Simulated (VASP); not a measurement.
# OsBr3 (Pm-3m) in VASP: further runs

Runs on OsBr3. Level: PBE+U. Tasks: single point.

All numbers are computed with VASP 6.6.1; they aren't measurements. Logs are shortened: lines on timing, memory, paths and dates and some standing lists are left out, and cuts for length are marked.

**1. The cell of the first run**

Symmetry: Pm-3m, No. 221, cubic system. Conventional cell: a = 5.136 Å, b = 5.136 Å, c = 5.136 Å, α = 90.00°, β = 90.00°, γ = 90.00°. Os (site symmetry m-3m) has 6 Br at 2.57 Å within 3.4 Å. Br (site symmetry 4/mmm) has 2 Os at 2.57 Å within 3.4 Å.

**2. Single point, PBE+U, collinear spin (33.87 Å³/atom)**

INCAR reads:

```
PREC = Accurate ; ENCUT = 520
EDIFF = 1E-7 ; ISMEAR = 0
SIGMA = 0.05 ; LREAL = False
LASPH = True ; NELM = 150
ALGO = Normal ; ISIF = 2
LWAVE = False ; LCHARG = False
ISPIN = 2 ; MAGMOM = 1.91 0.14 0.14 0.14
LORBIT = 11 ; LMAXMIX = 4
LDAU = True ; LDAUTYPE = 2
LDAUL = 2 -1 ; LDAUU = 2 0
LDAUJ = 0 0 ; LDAUPRINT = 1
GGA = PE ; NBANDS = 26
```

KPOINTS reads:

```
Automatic mesh
0
Gamma
  6 6 6
```

POSCAR reads:

```
OsBr3
1.0
    5.1360469148      0.0000000000      0.0000000000
    0.0000000000      5.1360469148      0.0000000000
    0.0000000000      0.0000000000      5.1360469148
Os Br
1 3
Direct
    0.0000000000      0.0000000000      0.0000000000
    0.5000000000      0.0000000000      0.0000000000
    0.0000000000      0.0000000000      0.5000000000
    0.0000000000      0.5000000000      0.0000000000
```

Potentials or basis: VASP PAW PBE potentials, release 64 (Os, Br).

Launch:

```
cat potpaw_PBE.64/Os/POTCAR potpaw_PBE.64/Br/POTCAR > POTCAR
mpirun -np 1 vasp_std > vasp.out
```

OUTCAR:

```text
PREC = Accurate
   ENCUT = 520
   EDIFF = 1E-7
   ISMEAR = 0
   LREAL = False
   LASPH = True
   NELM = 150
   ISIF = 2
   ISPIN = 2
   LORBIT = 11
   GGA = PE

 ion  position               nearest neighbor table
   1  0.000  0.000  0.000-   2 2.57   3 2.57   4 2.57   3 2.57   4 2.57   2 2.57
   2  0.500  0.000  0.000-   1 2.57   1 2.57
   3  0.000  0.000  0.500-   1 2.57   1 2.57
   4  0.000  0.500  0.000-   1 2.57   1 2.57

  LATTYP: Found a simple cubic cell.
 ALAT       =     5.1360469148

  Lattice vectors:

 A1 = (   5.1360469148,   0.0000000000,   0.0000000000)
 A2 = (   0.0000000000,   5.1360469148,   0.0000000000)
 A3 = (   0.0000000000,   0.0000000000,   5.1360469148)

Analysis of symmetry for initial positions (statically):
=====================================================================
 Subroutine PRICEL returns:
 Original cell was already a primitive cell.

 Routine SETGRP: Setting up the symmetry group for a
 simple cubic supercell.

 Subroutine GETGRP returns: Found 48 space group operations
 (whereof 48 operations were pure point group operations)
 out of a pool of 48 trial point group operations.

The static configuration has the point symmetry O_h .

Analysis of symmetry for dynamics (positions and initial velocities):
=====================================================================
 Subroutine PRICEL returns:
 Original cell was already a primitive cell.

 Routine SETGRP: Setting up the symmetry group for a
 simple cubic supercell.

 Subroutine GETGRP returns: Found 48 space group operations
 (whereof 48 operations were pure point group operations)
 out of a pool of 48 trial point group operations.

The dynamic configuration has the point symmetry O_h .

Analysis of structural, dynamic, and magnetic symmetry:
=====================================================================
 Subroutine PRICEL returns:
 Original cell was already a primitive cell.

 Routine SETGRP: Setting up the symmetry group for a
 simple cubic supercell.

 Subroutine GETGRP returns: Found 48 space group operations
 (whereof 48 operations were pure point group operations)
 out of a pool of 48 trial point group operations.

The overall configuration has the point symmetry O_h .

 Subroutine INISYM returns: Found 48 space group operations
 (whereof 48 operations are pure point group operations),
 and found     1 'primitive' translations

----------------------------------------------------------------------------------------

                                     Primitive cell

  volume of cell :     135.4837

  direct lattice vectors                    reciprocal lattice vectors
     5.136046915  0.000000000  0.000000000     0.194702271  0.000000000  0.000000000
     0.000000000  5.136046915  0.000000000     0.000000000  0.194702271  0.000000000
     0.000000000  0.000000000  5.136046915     0.000000000  0.000000000  0.194702271

  length of vectors
     5.136046915  5.136046915  5.136046915     0.194702271  0.194702271  0.194702271

  position of ions in fractional coordinates (direct lattice)
     0.000000000  0.000000000  0.000000000
     0.500000000  0.000000000  0.000000000
     0.000000000  0.000000000  0.500000000
     0.000000000  0.500000000  0.000000000

  ion indices of the primitive-cell ions
   primitive index   ion index
                 1           1
                 2           2
                 3           3
                 4           4

----------------------------------------------------------------------------------------

 KPOINTS: Automatic mesh
[... 78 lines left out ...]
   ISMEAR =     0;   SIGMA  =   0.05  broadening in eV -4-tet -1-fermi 0-gaus
   EFERMI_NEDOS =   21; number of points for ismear=-14 and -15
   IALGO  =     38    algorithm
   IMIX   =      4    mixing-type and parameters
     AMIX     =   0.40;   BMIX     =  1.00
     AMIX_MAG =   1.60;   BMIX_MAG =  1.00
  volume/ion in A,a.u.               =      33.87       228.57
  Fermi-wavevector in a.u.,A,eV,Ry     =   0.979291  1.850592 13.048140  0.959011
  Thomas-Fermi vector in A             =   2.110133
   LORBIT       =     11    0 simple, 1 ext, 2 COOP (PROOUT), +10 PAW based schemes
 LDA+U is selected, type is set to LDAUTYPE =  2
   angular momentum for each species LDAUL =     2   -1
   U (eV)           for each species LDAUU =   2.0  0.0
   J (eV)           for each species LDAUJ =   0.0  0.0
   GGA     = PE    functional components
   LHFCALC =     F    Hartree Fock is set to
   AEXX    =    0.0000 exact exchange contribution
   IVDW    =     0    specifies the selected vdW correction
   LEPSILON=     F    determine dielectric tensor
   LRPA    =     F    only Hartree local field effects (RPA)
 spin polarized calculation
 Gauss-broadening in eV      SIGMA  =   0.05
  energy-cutoff  :      520.00
  volume of cell :      135.48
 maximum number of plane-waves:      3743
 NGX is ok and might be reduce to    40
   NGX = 19   NGY = 19   NGZ = 19

atom =   1  type =  1  l = 2

 onsite density matrix

spin component  1

  0.9566  0.0000 -0.0000  0.0000 -0.0000
  0.0000  0.9566 -0.0000 -0.0000 -0.0000
 -0.0000 -0.0000  0.7883 -0.0000 -0.0000
  0.0000 -0.0000 -0.0000  0.9566  0.0000
 -0.0000 -0.0000 -0.0000  0.0000  0.7883

spin component  2

  0.3478 -0.0000  0.0000 -0.0000  0.0000
 -0.0000  0.3478 -0.0000  0.0000  0.0000
  0.0000 -0.0000  0.2760  0.0000  0.0000
 -0.0000  0.0000  0.0000  0.3478 -0.0000
  0.0000  0.0000  0.0000 -0.0000  0.2760

 occupancies and eigenvectors

  o =  0.2760  v =  0.0000  0.0000  0.0000  0.0000  0.0000  0.0000  0.0000  0.9950 -0.0000 -0.1001      0.0000  0.0000  0.0000  0.0000  0.0000  0.0000  0.0000  0.0000  0.0000  0.0000
  o =  0.2760  v =  0.0000  0.0000  0.0000  0.0000  0.0000  0.0000  0.0000 -0.1001 -0.0000 -0.9950      0.0000  0.0000  0.0000  0.0000  0.0000  0.0000  0.0000  0.0000  0.0000  0.0000
  o =  0.3478  v =  0.0000  0.0000  0.0000  0.0000  0.0000  0.0000  0.2331 -0.0000 -0.9724  0.0000      0.0000  0.0000  0.0000  0.0000  0.0000  0.0000  0.0000  0.0000  0.0000  0.0000
  o =  0.3478  v =  0.0000  0.0000  0.0000  0.0000  0.0000  0.0000  0.9724  0.0000  0.2331  0.0000      0.0000  0.0000  0.0000  0.0000  0.0000  0.0000  0.0000  0.0000  0.0000  0.0000
  o =  0.3478  v =  0.0000  0.0000  0.0000  0.0000  0.0000  1.0000  0.0000  0.0000  0.0000  0.0000      0.0000  0.0000  0.0000  0.0000  0.0000  0.0000  0.0000  0.0000  0.0000  0.0000
  o =  0.7883  v =  0.0000  0.0000  0.9990  0.0000 -0.0458  0.0000  0.0000  0.0000  0.0000  0.0000      0.0000  0.0000  0.0000  0.0000  0.0000  0.0000  0.0000  0.0000  0.0000  0.0000
  o =  0.7883  v =  0.0000  0.0000 -0.0458  0.0000 -0.9990  0.0000  0.0000  0.0000  0.0000  0.0000      0.0000  0.0000  0.0000  0.0000  0.0000  0.0000  0.0000  0.0000  0.0000  0.0000
  o =  0.9566  v =  0.0000  0.9676 -0.0000 -0.2524  0.0000  0.0000  0.0000  0.0000  0.0000  0.0000      0.0000  0.0000  0.0000  0.0000  0.0000  0.0000  0.0000  0.0000  0.0000  0.0000
  o =  0.9566  v =  0.0000 -0.2524  0.0000 -0.9676 -0.0000  0.0000  0.0000  0.0000  0.0000  0.0000      0.0000  0.0000  0.0000  0.0000  0.0000  0.0000  0.0000  0.0000  0.0000  0.0000
  o =  0.9566  v =  1.0000  0.0000  0.0000  0.0000  0.0000  0.0000  0.0000  0.0000  0.0000  0.0000      0.0000  0.0000  0.0000  0.0000  0.0000  0.0000  0.0000  0.0000  0.0000  0.0000

 number of electron      29.0000006 magnetization       3.3968221

 Free energy of the ion-electron system (eV)
  ---------------------------------------------------
  ext. energy  EPLUGINS =         0.00000000
  ---------------------------------------------------
  free energy    TOTEN  =       -12.79546046 eV

  energy without entropy =      -12.79390073  energy(sigma->0) =      -12.79468060

 E-fermi :   0.6132     XC(G=0):  -7.7426

 val. band max:        0.6005550110   @ k =   0.5000   0.0000   0.0000
 cond. band min:       0.7683685719   @ k =   0.3333   0.1667   0.1667
 fundamental gap:      0.1678135609
 Fermi energy:         0.6131984191

 spin component 1

 k-point     1 :       0.0000    0.0000    0.0000
  band No.  band energies     occupation
      1     -15.1821      1.00000
      2     -14.3933      1.00000
      3     -14.3933      1.00000
      4      -4.0986      1.00000
      5      -4.0986      1.00000
      6      -4.0986      1.00000
[... 569 lines left out ...]
     25      10.3171      0.00000
     26      10.9411      0.00000
 Fermi energy:         0.6131984191

 spin component 2

 k-point     1 :       0.0000    0.0000    0.0000
  band No.  band energies     occupation
      1     -14.9914      1.00000
      2     -14.1461      1.00000
      3     -14.1461      1.00000
      4      -3.9503      1.00000
      5      -3.9503      1.00000
      6      -3.9503      1.00000
[... 569 lines left out ...]
     25      10.7153      0.00000
     26      11.1236      0.00000

------------------------ aborting loop because EDIFF is reached ----------------------------------------

  FORCE on cell =-STRESS in cart. coord.  units (eV):
  Direction    XX          YY          ZZ          XY          YZ          ZX
  --------------------------------------------------------------------------------------
  -------------------------------------------------------------------------------------
  Total        0.9652095      0.9652095      0.9652095      0.0000000     -0.0000000     -0.0000000
  in kB       11.4141930     11.4141930     11.4141930      0.0000000     -0.0000000     -0.0000000
  external PRESSURE =      11.4141930 kB  Pullay stress =       0.0000000 kB

 VOLUME and BASIS-vectors are now :
 -----------------------------------------------------------------------------
  energy-cutoff  :      520.00
  volume of cell :      135.48
      direct lattice vectors                 reciprocal lattice vectors
     5.136046915  0.000000000  0.000000000     0.194702271  0.000000000  0.000000000
     0.000000000  5.136046915  0.000000000     0.000000000  0.194702271  0.000000000
     0.000000000  0.000000000  5.136046915     0.000000000  0.000000000  0.194702271

 POSITION                                       TOTAL-FORCE (eV/Angst)
 -----------------------------------------------------------------------------------
      0.00000      0.00000      0.00000         0.000000      0.000000      0.000000
      2.56802      0.00000      0.00000         0.000000      0.000000      0.000000
      0.00000      0.00000      2.56802         0.000000      0.000000      0.000000
      0.00000      2.56802      0.00000         0.000000      0.000000      0.000000
 -----------------------------------------------------------------------------------
    total drift:                                0.000000      0.000000     -0.000000

  FREE ENERGIE OF THE ION-ELECTRON SYSTEM (eV)
  ---------------------------------------------------
  free  energy   TOTEN  =       -12.7954604593 eV

  energy  without entropy=      -12.7939007320  energy(sigma->0) =      -12.79468060

 total charge

# of ion       s       p       d       tot
------------------------------------------
    1        0.470   0.411   5.983   6.864
    2        1.614   3.203   0.037   4.854
    3        1.614   3.203   0.037   4.854
    4        1.614   3.203   0.037   4.854
--------------------------------------------------
tot          5.311  10.021   6.094  21.426

 magnetization (x)

# of ion       s       p       d       tot
------------------------------------------
    1        0.084   0.039   2.828   2.951
    2        0.019   0.119   0.011   0.149
    3        0.019   0.119   0.011   0.149
    4        0.019   0.119   0.011   0.149
--------------------------------------------------
tot          0.142   0.396   2.862   3.400
```

It took 4 min on 1 thread of Intel Xeon 8259CL, shared host; peak memory 0.34 GiB.

Results:

```
Free energy                                           : -12.7955 eV
Pressure                                              : 1.1 GPa
Net moment                                            : 3.40 μB per cell
Site moments                                          : Os +2.95; Br +0.15 μB
Valence electrons inside the program's atomic spheres : Os 6.86; Br 4.85
```

Eigenvalues of the final occupation matrices:
| site | spin | trace | eigenvalues |
| --- | --- | --- | --- |
| site 1 d | 1 | 4.45 | 0.79 0.79 0.96 0.96 0.96 |
| site 1 d | 2 | 1.60 | 0.28 0.28 0.35 0.35 0.35 |

Caveat: spin-orbit coupling is left out, which moves the levels of the heavy elements.

(Continued in part 2 of 2.)
